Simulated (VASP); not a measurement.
# Ir (Fm-3m) in VASP: a series of runs, part 2 of 2

VASP 6.6.1.

## 5. Single point, revPBE

This run uses another cell than the first one, of 14.06 Å³/atom, 1.136 times its volume.

File INCAR:

```
SYSTEM = Ir
PREC = Accurate ; ENCUT = 520
EDIFF = 1E-7 ; ISMEAR = -1
SIGMA = 0.15 ; LREAL = .False.
LASPH = .True. ; NELM = 60
ALGO = Normal ; ISIF = 2
LWAVE = .False. ; LCHARG = .False.
GGA = RE ; NBANDS = 10
```

File KPOINTS:

```
regular mesh
0
Gamma
  12 12 12
  0 0 0
```

File POSCAR:

```
Ir
1.0
    0.0000000000      1.9156000000      1.9156000000
    1.9156000000      0.0000000000      1.9156000000
    1.9156000000      1.9156000000      0.0000000000
Ir
1
Direct
    0.0000000000      0.0000000000      0.0000000000
```

Potentials or basis: VASP PAW PBE potentials, release 64 (Ir).

Command:

```console
cat potpaw_PBE.64/Ir/POTCAR > POTCAR
mpirun -np 1 vasp_std > vasp.out
```

OUTCAR:

```text
SYSTEM = Ir
   PREC = Accurate
   ENCUT = 520
   EDIFF = 1E-7
   ISMEAR = -1
   LREAL = .False.
   LASPH = .True.
   NELM = 60
   ISIF = 2
   GGA = RE

 ion  position               nearest neighbor table
   1  0.000  0.000  0.000-

  LATTYP: Found a face centered cubic cell.
 ALAT       =     3.8312000000

  Lattice vectors:

 A1 = (   0.0000000000,   1.9156000000,   1.9156000000)
 A2 = (   1.9156000000,   0.0000000000,   1.9156000000)
 A3 = (   1.9156000000,   1.9156000000,   0.0000000000)

Analysis of symmetry for initial positions (statically):
=====================================================================
 Subroutine PRICEL returns:
 Original cell was already a primitive cell.

 Routine SETGRP: Setting up the symmetry group for a
 face centered cubic supercell.

 Subroutine GETGRP returns: Found 48 space group operations
[... 9 lines left out ...]

 Routine SETGRP: Setting up the symmetry group for a
 face centered cubic supercell.

 Subroutine GETGRP returns: Found 48 space group operations
[... 11 lines left out ...]
                                     Primitive cell

  volume of cell :      14.0587

  direct lattice vectors                    reciprocal lattice vectors
     0.000000000  1.915600000  1.915600000    -0.261014826  0.261014826  0.261014826
     1.915600000  0.000000000  1.915600000     0.261014826 -0.261014826  0.261014826
     1.915600000  1.915600000  0.000000000     0.261014826  0.261014826 -0.261014826

  length of vectors
     2.709067500  2.709067500  2.709067500     0.452090940  0.452090940  0.452090940

  position of ions in fractional coordinates (direct lattice)
     0.000000000  0.000000000  0.000000000

  ion indices of the primitive-cell ions
   primitive index   ion index
                 1           1

----------------------------------------------------------------------------------------

 KPOINTS: regular mesh

Automatic generation of k-mesh.
[... 81 lines left out ...]
   ISMEAR =    -1;   SIGMA  =   0.15  broadening in eV -4-tet -1-fermi 0-gaus
   EFERMI_NEDOS =   21; number of points for ismear=-14 and -15
   IALGO  =     38    algorithm
   IMIX   =      4    mixing-type and parameters
     AMIX     =   0.40;   BMIX     =  1.00
     AMIX_MAG =   1.60;   BMIX_MAG =  1.00
  volume/ion in A,a.u.               =      14.06        94.87
  Fermi-wavevector in a.u.,A,eV,Ry     =   1.410937  2.666284 27.085691  1.990742
  Thomas-Fermi vector in A             =   2.532839
   LORBIT       =      0    0 simple, 1 ext, 2 COOP (PROOUT), +10 PAW based schemes
   GGA     = RE    functional components
   LHFCALC =     F    Hartree Fock is set to
   AEXX    =    0.0000 exact exchange contribution
   IVDW    =     0    specifies the selected vdW correction
   LEPSILON=     F    determine dielectric tensor
   LRPA    =     F    only Hartree local field effects (RPA)
 non-spin polarized calculation
  energy-cutoff  :      520.00
  volume of cell :       14.06
 maximum number of plane-waves:       388
   NGX =  9   NGY =  9   NGZ =  9

 number of electron       9.0000000 magnetization

 Free energy of the ion-electron system (eV)
  ---------------------------------------------------
  ext. energy  EPLUGINS =         0.00000000
  ---------------------------------------------------
  free energy    TOTEN  =        -8.33537094 eV

  energy without entropy =       -8.27750779  energy(sigma->0) =       -8.30643936

 E-fermi :  10.5256     XC(G=0): -13.9992

 val. band max:       10.4739469934   @ k =  -0.4167   0.4167   0.0000
 cond. band min:      10.5736409958   @ k =   0.3333   0.0833   0.0000
 fundamental gap:      0.0996940024
 Fermi energy:        10.5256371194

 k-point     1 :       0.0000    0.0000    0.0000
  band No.  band energies     occupation
      1      -0.6027      2.00000
      2       6.6512      2.00000
      3       6.6512      2.00000
      4       6.6512      2.00000
      5       9.3572      1.99917
      6       9.3572      1.99917
      7      24.8622      0.00000
      8      30.4952      0.00000
      9      30.4952      0.00000
     10      30.4952      0.00000
[... 287 lines left out ...]
 k-point    24 :      -0.4167    0.1667    0.0000
  band No.  band energies     occupation
      1       3.3612      2.00000
      2       5.7714      2.00000
      3       7.3719      2.00000
      4       7.5585      2.00000
      5      11.0252      0.06907
      6      14.3737      0.00000
      7      17.8897      0.00000
      8      25.8926      0.00000
      9      28.1880      0.00000
     10      30.2181      0.00000

 [... further k-points ...]
[... 5 lines left out ...]
  --------------------------------------------------------------------------------------
  -------------------------------------------------------------------------------------
  Total        1.3500937      1.3500937      1.3500937      0.0000000      0.0000000      0.0000000
  in kB      153.8615202    153.8615202    153.8615202      0.0000000      0.0000000      0.0000000
  external PRESSURE =     153.8615202 kB  Pullay stress =       0.0000000 kB

 VOLUME and BASIS-vectors are now :
 -----------------------------------------------------------------------------
  energy-cutoff  :      520.00
  volume of cell :       14.06
      direct lattice vectors                 reciprocal lattice vectors
     0.000000000  1.915600000  1.915600000    -0.261014826  0.261014826  0.261014826
     1.915600000  0.000000000  1.915600000     0.261014826 -0.261014826  0.261014826
     1.915600000  1.915600000  0.000000000     0.261014826  0.261014826 -0.261014826

 POSITION                                       TOTAL-FORCE (eV/Angst)
 -----------------------------------------------------------------------------------
      0.00000      0.00000      0.00000        -0.000000     -0.000000     -0.000000
 -----------------------------------------------------------------------------------
    total drift:                               -0.000000     -0.000000     -0.000000

  FREE ENERGIE OF THE ION-ELECTRON SYSTEM (eV)
  ---------------------------------------------------
  free  energy   TOTEN  =        -8.3353709375 eV

  energy  without entropy=       -8.2775077921  energy(sigma->0) =       -8.30643936
```

OSZICAR:

```text
N       E                     dE             d eps       ncg     rms          rms(c)
DAV:   1     0.495218161478E+02    0.49522E+02   -0.42917E+03  1448   0.817E+02
DAV:   2    -0.795457817161E+01   -0.57476E+02   -0.54597E+02  1468   0.201E+02
DAV:   3    -0.885169591886E+01   -0.89712E+00   -0.89449E+00  1708   0.300E+01
DAV:   4    -0.885940397769E+01   -0.77081E-02   -0.77068E-02  1640   0.261E+00
DAV:   5    -0.885955507953E+01   -0.15110E-03   -0.15110E-03  1702   0.340E-01    0.153E+01
DAV:   6    -0.842717450234E+01    0.43238E+00   -0.72577E-01  1620   0.106E+01    0.648E+00
DAV:   7    -0.834127733070E+01    0.85897E-01   -0.26079E-01  1710   0.586E+00    0.149E+00
DAV:   8    -0.833857311722E+01    0.27042E-02   -0.21522E-03  1564   0.503E-01    0.108E+00
DAV:   9    -0.833536427568E+01    0.32088E-02   -0.23032E-03  1634   0.671E-01    0.162E-02
DAV:  10    -0.833536999948E+01   -0.57238E-05   -0.13935E-05  1998   0.366E-02    0.256E-02
DAV:  11    -0.833537097357E+01   -0.97409E-06   -0.11946E-06  1582   0.130E-02    0.133E-03
DAV:  12    -0.833537093753E+01    0.36038E-07   -0.14564E-08   890   0.119E-03
   1 F= -.83353709E+01 E0= -.83064394E+01  d E =-.578631E-01
```

It took 20 s on 1 thread of AMD EPYC 7R13, shared host; peak memory 0.1 GiB.

What came out:

- Free energy: -8.3354 eV
- Pressure: 15.4 GPa

Caveat: the PAW data sets were made with another functional, which shifts forces and pressure a little; spin-orbit coupling is left out, which moves the levels of the heavy elements.

## 6. The runs side by side

```csv
cell,gap on the mesh (eV),pressure (GPa)
"a = 2.596 Å, angles 60.0°, 1 atom",none,87.3
"a = 2.635 Å, angles 60.0°, 1 atom",none,57.5
"a = 2.672 Å, angles 60.0°, 1 atom",none,34.0
"a = 2.709 Å, angles 60.0°, 1 atom",none,15.4
```

Alike in all rows: task single point; level revPBE; potentials or basis VASP PAW PBE potentials, release 64 (Ir); no spin polarisation; k mesh 12 × 12 × 12; cutoff (eV) 520; smearing fermi-dirac 0.15 eV.

Caveats: the PAW data sets were made with another functional, which shifts forces and pressure a little; spin-orbit coupling is left out, which moves the levels of the heavy elements.

Total energies depend on the potentials used, so only differences within one code and one set of settings carry meaning.
